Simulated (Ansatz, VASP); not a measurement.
# Two plane-wave programs on SiC

```xyz
12
Lattice="0.0000 0.0000 -5.0743 -4.6379 -2.6777 0.0000 0.0000 5.3554 0.0000" Properties=species:S:1:pos:R:3 pbc="T T T"
Si   -3.0919    1.7851   -2.5393
Si   -4.6379   -0.8926   -2.5393
Si   -1.5460   -0.8926   -2.5393
Si   -1.5460    0.8926   -0.0021
Si   -3.0919   -1.7851   -0.0021
Si    0.0000    3.5703   -0.0021
C    -3.0919    1.7851   -0.6322
C    -4.6379   -0.8926   -0.6322
C    -1.5460   -0.8926   -0.6322
C    -1.5460    0.8926   -3.1693
C    -3.0919   -1.7851   -3.1693
C     0.0000    3.5703   -3.1693
```

Alike in both runs: functional PBE; k mesh 6 × 6 × 6; occupations gaussian, width 0.02 eV; no spin polarisation.

Ansatz relaxed the structure, and its values are those at the end. VASP's run is a single point on that final structure, the one shown.

|  | VASP | Ansatz |
| --- | --- | --- |
| version | VASP 6.6.1 | Ansatz 0.2.0 |
| potentials or method | VASP PAW PBE potentials, release 64 (Si, C), cutoff 520 eV | scalar-relativistic, plane waves, PAW |
| valence electrons in the cell | 48 | 48 |

```csv
,VASP,Ansatz,Ansatz less VASP
gap on the k mesh at the Fermi level (eV),2.30,2.31,+0.004
least direct gap on the mesh (eV),2.30,2.31,+0.004
pressure (GPa),0.0,0.0,+0.05
```
